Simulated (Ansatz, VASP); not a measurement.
## Two plane-wave programs on NaSrYWO6

```
CELL_PARAMETERS angstrom
0.00000 4.14643 4.14643
4.14643 0.00000 4.14643
4.14643 4.14643 0.00000
ATOMIC_POSITIONS crystal
Na 0.25000 0.25000 0.25000
Sr 0.75000 0.75000 0.75000
Y 0.50000 0.50000 0.50000
W 0.00000 0.00000 0.00000
O 0.76742 0.23258 0.23258
O 0.23258 0.76742 0.76742
O 0.76742 0.76742 0.23258
O 0.23258 0.23258 0.76742
O 0.23258 0.76742 0.23258
O 0.76742 0.23258 0.76742
```

Alike in both runs: functional PBE; k mesh 6 × 6 × 6; occupations gaussian, width 0.02 eV; no spin polarisation.

Ansatz relaxed the structure, and its values are those at the end. VASP's run is a single point on that final structure, the one shown.

|  | VASP | Ansatz |
| --- | --- | --- |
| version | VASP 6.6.1 | Ansatz 0.2.0 |
| potentials or method | VASP PAW PBE potentials, release 64 (Na_pv, Sr_sv, Y_sv, W_sv, O), cutoff 520 eV | scalar-relativistic, plane waves, PAW |
| valence electrons in the cell | 78 | 80 |

```csv
,VASP,Ansatz,Ansatz less VASP
gap on the k mesh at the Fermi level (eV),2.51,2.53,+0.015
least direct gap on the mesh (eV),2.54,2.55,+0.017
pressure (GPa),0.6,0.0,-0.63
rms of the force components (eV/Å),0.075,0.000,-0.0748
```

VASP's potentials hold 78 valence electrons a cell and Ansatz's 80, so a difference there can come from the potentials and not from the codes.

Neither program's run includes spin-orbit coupling.
